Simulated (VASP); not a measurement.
# Si8N (a cell with a defect) in VASP: notebook

Si8N (a cell with a defect) is run at these levels: LDA; tasks: single point.

Everything below comes from runs of VASP 6.6.1. Logs are shortened: lines on timing, memory, paths and dates and some standing lists are left out, and cuts for length are marked.

## Step 1: The cell of the first run

The cell holds a defect, 9 atoms: a = 5.691 Å, b = 5.691 Å, c = 5.691 Å, α = 109.87°, β = 109.87°, γ = 109.87°.

## Step 2: Single point, LDA

The input, INCAR:

```
ALGO     = Normal         # electronic algorithm
EDIFF    = 1E-6           # SCF threshold, eV
ENCUT    = 520            # plane-wave cutoff, eV
GGA      = CA             # functional
GGA_COMPAT= F            
ISIF     = 2              # what is computed and relaxed
ISMEAR   = 0              # smearing method
LASPH    = T              # aspherical terms in the spheres
LCHARG   = F              # write CHGCAR
LREAL    = F              # projectors in reciprocal space
LWAVE    = F              # write WAVECAR
NBANDS   = 28             # bands
NELM     = 120            # most SCF steps
PREC     = Accurate       # precision mode
SIGMA    = 0.15           # smearing width, eV
```

The input, KPOINTS:

```
k-points
0
Gamma
  6 6 6
```

The input, POSCAR:

```
Si8N
1.0
    4.6579848274      2.6892887940      1.8598059153
   -4.6579848274      2.6892887940      1.8598059153
    0.0000000000     -5.3785775880      1.8598059153
Si N
8 1
Direct
    0.0230623328      0.7214165780      0.5253456073
    0.9769376672      0.2785834220      0.4746543927
    0.7155045384      0.7155045384      0.7155045384
    0.2785834220      0.4746543927      0.9769376672
    0.4746543927      0.9769376672      0.2785834220
    0.7214165780      0.5253456073      0.0230623328
    0.2844954616      0.2844954616      0.2844954616
    0.5253456073      0.0230623328      0.7214165780
    0.7214165780     -0.0746543927     -0.5769376672
```

Potentials or basis: VASP PAW LDA potentials, release 64 (Si, N).

On the command line:

```sh
$ cat potpaw_LDA.64/Si/POTCAR potpaw_LDA.64/N/POTCAR > POTCAR
$ mpirun -np 1 vasp_std > vasp.out
```

OUTCAR:

```text
EDIFF = 1E-6
   ENCUT = 520
   GGA = CA
   ISIF = 2
   ISMEAR = 0
   LASPH = T
   LREAL = F
   NELM = 120
   PREC = Accurate

 ion  position               nearest neighbor table
   1  0.023  0.721  0.525-   3 2.35   2 2.35   8 2.36   6 2.36   9 2.40
   2  0.977  0.279  0.475-   9 1.89   7 2.35   1 2.35   5 2.36   4 2.36
   3  0.716  0.716  0.716-   8 2.35   1 2.35   6 2.35   9 2.36   7 2.40
   4  0.279  0.475  0.977-   7 2.35   6 2.35   5 2.36   2 2.36
   5  0.475  0.977  0.279-   9 1.55   7 2.35   8 2.35   4 2.36   2 2.36
   6  0.721  0.525  0.023-   3 2.35   4 2.35   8 2.36   1 2.36
   7  0.284  0.284  0.284-   5 2.35   2 2.35   4 2.35   3 2.40
   8  0.525  0.023  0.721-   9 2.35   3 2.35   5 2.35   6 2.36   1 2.36
   9  0.721  0.925  0.423-   5 1.55   2 1.89   8 2.35   3 2.36   1 2.40

  LATTYP: Found a trigonal (rhomboedric) cell.
 ALAT       =     5.6910433940
 COS(alpha) =    -0.3398073026

  Lattice vectors:

 A1 = (   4.6579848274,   2.6892887940,   1.8598059153)
 A2 = (  -4.6579848274,   2.6892887940,   1.8598059153)
 A3 = (   0.0000000000,  -5.3785775880,   1.8598059153)

Analysis of symmetry for initial positions (statically):
=====================================================================
 Subroutine PRICEL returns:
 Original cell was already a primitive cell.

 Routine SETGRP: Setting up the symmetry group for a
 trigonal (rhombohedral) supercell.

 Subroutine GETGRP returns: Found  1 space group operations
 (whereof  1 operations were pure point group operations)
 out of a pool of 12 trial point group operations.

The static configuration has the point symmetry C_1 .

Analysis of symmetry for dynamics (positions and initial velocities):
=====================================================================
 Subroutine PRICEL returns:
 Original cell was already a primitive cell.

 Routine SETGRP: Setting up the symmetry group for a
 trigonal (rhombohedral) supercell.

 Subroutine GETGRP returns: Found  1 space group operations
 (whereof  1 operations were pure point group operations)
 out of a pool of 12 trial point group operations.

The dynamic configuration has the point symmetry C_1 .

 Subroutine INISYM returns: Found  1 space group operations
 (whereof  1 operations are pure point group operations),
 and found     1 'primitive' translations

----------------------------------------------------------------------------------------

                                     Primitive cell

  volume of cell :     139.7830

  direct lattice vectors                    reciprocal lattice vectors
     4.657984827  2.689288794  1.859805915     0.107342557  0.061974254  0.179230172
    -4.657984827  2.689288794  1.859805915    -0.107342557  0.061974254  0.179230172
     0.000000000 -5.378577588  1.859805915     0.000000000 -0.123948508  0.179230172

  length of vectors
     5.691043394  5.691043394  5.691043394     0.217914403  0.217914403  0.217914403

  position of ions in fractional coordinates (direct lattice)
     0.023062333  0.721416578  0.525345607
     0.976937667  0.278583422  0.474654393
     0.715504538  0.715504538  0.715504538
     0.278583422  0.474654393  0.976937667
     0.474654393  0.976937667  0.278583422
     0.721416578  0.525345607  0.023062333
     0.284495462  0.284495462  0.284495462
     0.525345607  0.023062333  0.721416578
     0.721416578  0.925345607  0.423062333

  ion indices of the primitive-cell ions
   primitive index   ion index
                 1           1
                 2           2
                 3           3
                 4           4
                 5           5
                 6           6
                 7           7
                 8           8
                 9           9

----------------------------------------------------------------------------------------

 KPOINTS: k-points

Automatic generation of k-mesh.
 Grid dimensions read from file:
 generate k-points for:    6    6    6

 Generating k-lattice:

  Cartesian coordinates                     Fractional coordinates (reciprocal lattice)
     0.017890426  0.010329042  0.029871695     0.166666667  0.000000000  0.000000000
    -0.017890426  0.010329042  0.029871695     0.000000000  0.166666667  0.000000000
     0.000000000 -0.020658085  0.029871695     0.000000000  0.000000000  0.166666667

  Length of vectors
     0.036319067  0.036319067  0.036319067

  Shift w.r.t. Gamma in fractional coordinates (k-lattice)
     0.000000000  0.000000000  0.000000000

 Subroutine IBZKPT returns following result:
 ===========================================

 Found    112 irreducible k-points:

 Following reciprocal coordinates:
            Coordinates               Weight
  0.000000  0.000000  0.000000      1.000000
  0.166667 -0.000000  0.000000      2.000000
 -0.000000  0.166667  0.000000      2.000000
  0.000000  0.000000  0.166667      2.000000
  0.333333 -0.000000  0.000000      2.000000
 -0.000000  0.333333  0.000000      2.000000
[... 16 lines left out ...]
 -0.166667  0.500000  0.000000      2.000000
  0.166667  0.000000  0.500000      2.000000
 [... further k-points ...]
   k-points           NKPTS =    112   k-points in BZ     NKDIM =    112   number of bands    NBANDS=     28
   number of dos      NEDOS =    301   number of ions     NIONS =      9
   total plane-waves  NPLWV =  74088
   dimension x,y,z NGX =    42 NGY =   42 NGZ =   42
   dimension x,y,z NGXF=    84 NGYF=   84 NGZF=   84
   ions per type =               8   1
   NGX,Y,Z   is equivalent  to a cutoff of  12.27, 12.27, 12.27 a.u.
   NGXF,Y,Z  is equivalent  to a cutoff of  24.54, 24.54, 24.54 a.u.
 SYSTEM =  unknown system
   PREC   = accura    normal or accurate (medium, high low for compatibility)
   ISTART =      0    job   : 0-new  1-cont  2-samecut
   ICHARG =      2    charge: 1-file 2-atom 10-const
   ISPIN  =      1    spin polarized calculation?
   LNONCOLLINEAR =      F non collinear calculations
   LSORBIT =      F    spin-orbit coupling
   LASPH  =      T    aspherical Exc in radial PAW
   ENCUT  =  520.0 eV  38.22 Ry    6.18 a.u.  10.58 10.58 10.58*2*pi/ulx,y,z
   NELM   =    120;   NELMIN=  2; NELMDL= -5     # of ELM steps
   EDIFF  = 0.1E-05   stopping-criterion for ELM
   LREAL  =      F    real-space projection
   EDIFFG = 0.1E-04   stopping-criterion for IOM
   NSW    =      0    number of steps for IOM
   IBRION =     -1    ionic relax: 0-MD 1-quasi-New 2-CG
   NFREE  =      0    steps in history (QN), initial steepest desc. (CG)
   ISIF   =      2    stress and relaxation
   ISYM   =      2    0-nonsym 1-usesym 2-fastsym
   POTIM  = 0.5000    time-step for ionic-motion
   TEBEG  =    0.0;   TEEND  =   0.0 temperature during run
   PSTRESS=    0.0 pullay stress
   NELECT =      37.0000    total number of electrons
   NUPDOWN=      -1.0000    fix difference up-down
   EMIN   =  10.00;   EMAX   =-10.00  energy-range for DOS
   EFERMI =   0.00;   METHOD = LEGACY
   ISMEAR =     0;   SIGMA  =   0.15  broadening in eV -4-tet -1-fermi 0-gaus
   EFERMI_NEDOS =   21; number of points for ismear=-14 and -15
   IALGO  =     38    algorithm
   IMIX   =      4    mixing-type and parameters
     AMIX     =   0.40;   BMIX     =  1.00
     AMIX_MAG =   1.60;   BMIX_MAG =  1.00
  volume/ion in A,a.u.               =      15.53       104.81
  Fermi-wavevector in a.u.,A,eV,Ry     =   1.051132  1.986352 15.032786  1.104879
  Thomas-Fermi vector in A             =   2.186163
   LORBIT       =      0    0 simple, 1 ext, 2 COOP (PROOUT), +10 PAW based schemes
   GGA     = CA    functional components
   LHFCALC =     F    Hartree Fock is set to
   AEXX    =    0.0000 exact exchange contribution
   IVDW    =     0    specifies the selected vdW correction
   LEPSILON=     F    determine dielectric tensor
   LRPA    =     F    only Hartree local field effects (RPA)
 non-spin polarized calculation
 Gauss-broadening in eV      SIGMA  =   0.15
  energy-cutoff  :      520.00
  volume of cell :      139.78
 maximum number of plane-waves:      3786
   NGX = 21   NGY = 21   NGZ = 21

 number of electron      37.0000000 magnetization

 Free energy of the ion-electron system (eV)
  ---------------------------------------------------
  ext. energy  EPLUGINS =         0.00000000
  ---------------------------------------------------
  free energy    TOTEN  =       -52.32734399 eV

  energy without entropy =      -52.28725922  energy(sigma->0) =      -52.30730161

 E-fermi :   7.8257     XC(G=0): -10.5826

 val. band max:        7.8203412564   @ k =  -0.3333   0.5000  -0.1667
 cond. band min:       7.8277744352   @ k =   0.1667   0.1667   0.1667
 fundamental gap:      0.0074331788
 Fermi energy:         7.8256611134

 k-point     1 :       0.0000    0.0000    0.0000
  band No.  band energies     occupation
      1      -9.7074      2.00000
      2      -4.0411      2.00000
      3      -1.3851      2.00000
      4      -1.1163      2.00000
      5      -0.7007      2.00000
      6       0.0548      2.00000
[... 20 lines left out ...]
     27      12.8334      0.00000
     28      13.2262      0.00000

 k-point     2 :       0.1667   -0.0000    0.0000
  band No.  band energies     occupation
      1      -9.6884      2.00000
      2      -4.0048      2.00000
      3      -1.7049      2.00000
      4      -1.2201      2.00000
      5      -0.8247      2.00000
      6      -0.0587      2.00000
[... 20 lines left out ...]
     27      12.6096      0.00000
     28      12.8856      0.00000

 k-point     3 :      -0.0000    0.1667    0.0000
  band No.  band energies     occupation
      1      -9.6862      2.00000
      2      -4.0658      2.00000
      3      -1.5404      2.00000
      4      -1.2955      2.00000
      5      -0.7782      2.00000
      6      -0.1117      2.00000
[... 616 lines left out ...]
      3      -2.4962      2.00000
      4      -1.6996      2.00000
      5      -0.7627      2.00000
      6      -0.1795      2.00000
[... 20 lines left out ...]
     27      12.4095      0.00000
     28      12.8573      0.00000

 k-point    24 :       0.1667    0.0000    0.5000
  band No.  band energies     occupation
      1      -9.6363      2.00000
      2      -3.5215      2.00000
      3      -2.6381      2.00000
      4      -2.0752      2.00000
      5      -1.4706      2.00000
      6       0.1494      2.00000
[... 20 lines left out ...]
     27      12.2801      0.00000
     28      12.7208      0.00000

 [... further k-points ...]

------------------------ aborting loop because EDIFF is reached ----------------------------------------

  FORCE on cell =-STRESS in cart. coord.  units (eV):
  Direction    XX          YY          ZZ          XY          YZ          ZX
  --------------------------------------------------------------------------------------
  -------------------------------------------------------------------------------------
  Total       12.8299709      2.4696940      7.0119985     -0.1416609     -1.3142116      5.1663897
  in kB      147.0557011     28.3073584     80.3707482     -1.6237011    -15.0633477     59.2165850
  external PRESSURE =      85.2446026 kB  Pullay stress =       0.0000000 kB

 VOLUME and BASIS-vectors are now :
 -----------------------------------------------------------------------------
  energy-cutoff  :      520.00
  volume of cell :      139.78
      direct lattice vectors                 reciprocal lattice vectors
     4.657984827  2.689288794  1.859805915     0.107342557  0.061974254  0.179230172
    -4.657984827  2.689288794  1.859805915    -0.107342557  0.061974254  0.179230172
     0.000000000 -5.378577588  1.859805915     0.000000000 -0.123948508  0.179230172

 POSITION                                       TOTAL-FORCE (eV/Angst)
 -----------------------------------------------------------------------------------
     -3.25292     -0.82349      2.36163        -0.314212     -0.233775     -0.398877
      3.25292      0.82349      3.21779         1.629297     -0.442611      0.423654
      0.00000      0.00000      3.99210         0.087666     -0.178193      0.165922
     -0.91330     -3.22886      3.21779        -0.271356      0.179195     -0.506503
     -2.33963      2.40537      3.21779        -6.710604      1.011503     -4.914753
      0.91330      3.22886      2.36163         0.328149      0.020540     -0.014695
      0.00000      0.00000      1.58732        -0.084671     -0.066919      0.010538
      2.33963     -2.40537      2.36163        -0.042290     -1.199378      0.522941
     -0.94990      2.15315      3.84947         5.378022      0.909638      4.711772
 -----------------------------------------------------------------------------------
    total drift:                               -0.000088      0.000208      0.000169

  FREE ENERGIE OF THE ION-ELECTRON SYSTEM (eV)
  ---------------------------------------------------
  free  energy   TOTEN  =       -52.3273439948 eV

  energy  without entropy=      -52.2872592162  energy(sigma->0) =      -52.30730161
```

Run time: 10 min. Hardware: 1 thread of Oxide Virtual Turin-like, shared host; peak memory 0.39 GiB.

Results:

* Free energy: -52.3273 eV
* Pressure: 8.5 GPa
* Largest force: 8.379 eV/Å
* Band gap on the k mesh: zero (an odd number of electrons rules out a gap without spin polarisation)

Forces in eV/Å, atoms in the order of the input:
```
Si  -0.314 -0.234 -0.399
Si   1.629 -0.443  0.424
Si   0.088 -0.178  0.166
Si  -0.271  0.179 -0.507
Si  -6.711  1.012 -4.915
Si   0.328  0.021 -0.015
Si  -0.085 -0.067  0.011
Si  -0.042 -1.199  0.523
N    5.378  0.910  4.712
```

Levels at points of the mesh, in eV from the Fermi level:
```csv
k point,band 16,band 17,band 18,band 19,band 20,band 21,band 22,band 23
"(0.00, 0.00, 0.00)",-2.09,-0.88,-0.02,0.40,1.31,1.86,2.34,3.50
"(0.50, 0.00, 0.00)",-1.57,-1.34,-1.14,-0.60,0.78,1.17,1.73,2.35
"(0.00, 0.50, 0.00)",-1.84,-1.39,-0.87,0.43,0.63,1.33,1.61,2.38
"(0.00, 0.00, 0.50)",-2.03,-1.51,-0.49,-0.04,0.47,0.92,1.83,2.48
"(0.50, 0.50, 0.00)",-1.70,-1.48,-0.51,0.14,0.82,1.02,1.51,1.90
"(0.50, 0.00, 0.50)",-2.05,-1.74,-0.43,0.13,0.45,0.88,2.08,2.20
"(0.00, 0.50, 0.50)",-1.83,-1.59,-0.49,0.19,0.72,1.25,1.48,1.85
"(0.50, 0.50, 0.50)",-1.06,-0.81,-0.24,0.32,0.75,2.26,2.63,2.82
```

Caveat: an odd number of electrons without spin polarisation forces a metal; a magnetic or distorted state may lie lower.

## Step 3: Single point, LDA

The input, INCAR:

```
SYSTEM = Si8N
PREC = Accurate
ENCUT = 520
EDIFF = 1E-6
ISMEAR = 0
SIGMA = 0.15
LREAL = .False.
LASPH = .True.
NELM = 120
ALGO = Normal
ISIF = 2
LWAVE = .False.
LCHARG = .False.
GGA = CA
NBANDS = 28
GGA_COMPAT = .False.
```

The input, KPOINTS:

```
regular mesh
0
Gamma
  6 6 6
  0 0 0
```

Edit POSCAR of step 2 so:

```diff
@@ -16,2 +16,2 @@
     0.5253456073      0.0230623328      0.7214165780
-    0.7214165780     -0.0746543927     -0.5769376672
+    0.3214165780     -0.2746543927     -1.1769376672
```

Potentials or basis: VASP PAW LDA potentials, release 64 (Si, N).

On the command line:

```sh
$ cat potpaw_LDA.64/Si/POTCAR potpaw_LDA.64/N/POTCAR > POTCAR
$ mpirun -np 1 vasp_std > vasp.out
```

Wall time 10 min (1 thread of Oxide Virtual Turin-like, shared host); peak memory 0.39 GiB.

The run converged. Its results:

| Quantity | Value |
| --- | --- |
| Free energy | -53.2004 eV |
| Pressure | 3.0 GPa |
| Largest force | 2.079 eV/Å |
| Band gap on the k mesh | zero (an odd number of electrons rules out a gap without spin polarisation) |

Forces in eV/Å, atoms in the order of the input:
```
Si  -0.411 -0.434  0.571
Si   0.724 -0.353 -0.403
Si   0.063  0.457 -0.060
Si   0.327 -0.085 -0.418
Si  -0.166  1.037 -0.923
Si   0.571  0.144 -0.071
Si   0.072 -0.340 -0.111
Si   0.587 -0.829  0.393
N   -1.766  0.404  1.020
```

Stress tensor (GPa, compression positive):
```
 5.16  0.65 -0.07
 0.65  2.79 -0.01
-0.07 -0.01  1.09
```

Levels at points of the mesh, in eV from the Fermi level:
```tsv
k point	band 16	band 17	band 18	band 19	band 20	band 21
(0.00, 0.00, 0.00)	-1.67	-1.13	-0.16	0.70	1.16	1.87
(0.50, 0.00, 0.00)	-1.61	-1.29	-0.31	0.22	0.32	0.55
(0.00, 0.50, 0.00)	-1.66	-1.35	-1.00	-0.60	0.86	1.37
(0.00, 0.00, 0.50)	-1.33	-1.18	-0.93	0.27	0.55	1.29
(0.50, 0.50, 0.00)	-2.12	-1.53	-0.56	-0.21	0.85	1.25
(0.50, 0.00, 0.50)	-1.79	-1.71	-1.16	0.03	0.90	1.36
(0.00, 0.50, 0.50)	-1.84	-1.50	-0.80	0.08	0.65	1.33
(0.50, 0.50, 0.50)	-1.13	-0.71	-0.48	0.48	0.96	2.33
```

Caveat: an odd number of electrons without spin polarisation forces a metal; a magnetic or distorted state may lie lower.

## Step 4: Single point, LDA

The input, INCAR:

```
  PREC = Accurate
  ENCUT = 520
  EDIFF = 1E-6
  ISMEAR = 0
  SIGMA = 0.15
  LREAL = F
  LASPH = T
  NELM = 120
  ALGO = Normal
  ISIF = 2
  LWAVE = F
  LCHARG = T
  LELF = T
  LVHAR = T
  NBANDS = 28
  GGA_COMPAT = F
```

The input, KPOINTS:

```
Automatic mesh
0
Gamma
  6 6 6
```

Edit POSCAR of step 3 so:

```diff
@@ -16,2 +16,2 @@
     0.5253456073      0.0230623328      0.7214165780
-    0.3214165780     -0.2746543927     -1.1769376672
+    0.5214165780      0.3253456073     -0.3769376672
```

On the command line:

```sh
$ cat potpaw_LDA.64/Si/POTCAR potpaw_LDA.64/N/POTCAR > POTCAR
$ mpirun -np 1 vasp_std > vasp.out
```

Wall time 12 min (1 thread of Oxide Virtual Turin-like, shared host); peak memory 0.4 GiB.

The run converged. Its results:

```
Free energy            : -52.8390 eV
Pressure               : 5.9 GPa
Largest force          : 1.527 eV/Å
Band gap on the k mesh : zero (an odd number of electrons rules out a gap without spin polarisation)
```

Forces on the atoms (eV/Å):
```
Si  -0.056 -0.107  0.359
Si  -0.254  0.077 -0.488
Si   0.244  0.600  1.061
Si  -0.280 -0.177 -0.144
Si   0.336  0.697 -0.070
Si  -0.194 -0.749  0.427
Si  -0.447 -0.502 -1.371
Si  -0.048 -0.758 -0.072
N    0.699  0.919  0.299
```

Stress tensor (GPa, compression positive):
```
 6.37  0.73 -0.35
 0.73  5.96 -2.36
-0.35 -2.36  5.43
```

Levels at points of the mesh, in eV from the Fermi level:
```csv
k point,band 16,band 17,band 18,band 19,band 20,band 21,band 22,band 23
"(0.00, 0.00, 0.00)",-1.90,-1.08,-0.39,0.61,0.76,1.86,2.65,3.46
"(0.50, 0.00, 0.00)",-2.02,-1.54,-0.68,-0.09,0.79,1.20,2.07,2.23
"(0.00, 0.50, 0.00)",-1.78,-1.01,-0.81,-0.04,0.50,1.26,1.93,2.34
"(0.00, 0.00, 0.50)",-1.88,-1.42,-0.59,0.19,0.52,1.82,2.11,2.35
"(0.50, 0.50, 0.00)",-1.77,-1.00,-0.56,0.11,0.54,0.88,1.86,2.19
"(0.50, 0.00, 0.50)",-2.02,-1.11,-0.35,0.40,0.51,0.63,1.67,2.04
"(0.00, 0.50, 0.50)",-1.71,-1.55,-1.20,0.25,0.57,0.97,1.75,1.98
"(0.50, 0.50, 0.50)",-1.17,-0.60,-0.16,0.47,1.05,2.11,2.59,2.71
```

Caveat: an odd number of electrons without spin polarisation forces a metal; a magnetic or distorted state may lie lower.

## Step 5: Summary

| cell | gap on the mesh (eV) | pressure (GPa) | largest force (eV/Å) |
| --- | --- | --- | --- |
| as given, atomic positions A | none | 8.5 | 8.38 |
| as given, atomic positions B | none | 3.0 | 2.08 |
| as given, atomic positions C | none | 5.9 | 1.53 |

Alike in all rows: task single point; level LDA; potentials or basis VASP PAW LDA potentials, release 64 (Si, N); no spin polarisation; k mesh 6 × 6 × 6; cutoff (eV) 520; smearing gaussian 0.15 eV.

Caveats: an odd number of electrons without spin polarisation forces a metal; a magnetic or distorted state may lie lower.

Absolute energies hang on the potentials; compare differences alone.
